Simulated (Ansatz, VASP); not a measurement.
**One calculation of Tl, two programs**

File INCAR:

```
SYSTEM = Tl
PREC     = Accurate       ! precision mode
ENCUT    = 520            ! plane-wave cutoff, eV
EDIFF    = 1E-6           ! SCF threshold, eV
ISMEAR   = -1             ! smearing method
SIGMA    = 0.1            ! smearing width, eV
LREAL    = .False.        ! projectors in reciprocal space
LASPH    = .True.         ! aspherical terms in the spheres
NELM     = 100            ! most SCF steps
ALGO     = Normal         ! electronic algorithm
ISIF     = 2              ! what is computed and relaxed
LWAVE    = .False.        ! write WAVECAR
LCHARG   = .False.        ! write CHGCAR
NBANDS   = 34             ! bands
```

File KPOINTS:

```
Automatic mesh
0
Gamma
  12 12 4
  0 0 0
```

File POSCAR:

```
Tl
1.0
    3.3783014893      0.0000000000      0.0000000000
   -1.6891507447      2.9256949114      0.0000000000
    0.0000000000      0.0000000000     10.9773212698
Tl
4
Direct
    1.0000000000      1.0000000000      0.0000000000
    1.0000000000      1.0000000000      0.5000000000
    0.3333333333      0.6666666667      0.2500000000
    0.6666666667      0.3333333333      0.7500000000
```

Input for Ansatz:

```yaml
crystal:
  lattice:
    - [3.3783014893, 0.0, 0.0]
    - [-1.6891507447, 2.9256949114, 0.0]
    - [0.0, 0.0, 10.9773212698]
  atoms:
    - { symbol: Tl, position: [1.0, 1.0, 0.0] }
    - { symbol: Tl, position: [1.0, 1.0, 0.5] }
    - { symbol: Tl, position: [0.3333333333, 0.6666666667, 0.25] }
    - { symbol: Tl, position: [0.6666666667, 0.3333333333, 0.75] }
hamiltonian:
  xc: lda
  pseudopotentials:
    kind: paw
    azcp:
      Tl: "pseudopotentials/Tl.paw.azcp"
basis:
  ecutwfc: 420
  fft_grid_basis: typed
kpoints:
  mp_grid: { grid: [12, 12, 4], shift: [0, 0, 0] }
magnetization:
  spin_polarized: false
scf:
  occupations: { method: fermi_dirac, width: 0.1 }
  lower_state_search: "off"
output:
  stress: true
  write_density: true
  write_potential: true
  elf: true
  volumetric_format: npy
```

Alike in both runs: task single point; functional LDA; k mesh 12 × 12 × 4; occupations fermi-dirac, width 0.1 eV; no spin polarisation.

|  | VASP | Ansatz |
| --- | --- | --- |
| version | VASP 6.6.1 | Ansatz 0.2.0 |
| potentials or method | VASP PAW LDA potentials, release 64 (Tl_d), cutoff 520 eV | plane waves (420 eV) with PAW, scalar-relativistic |
| valence electrons in the cell | 52 | 52 |

VASP gave:

| Quantity | Value |
| --- | --- |
| pressure (GPa) | 0.1 |

Q: What did Ansatz give for the same quantities?

A: Pressure (GPa): 0.0.

Ansatz warns that its potentials were made for another functional, while VASP's fit it. LDA's correlation is that of Perdew and Zunger in VASP and of Perdew and Wang (1992) in Ansatz.

Spin-orbit coupling is off throughout.
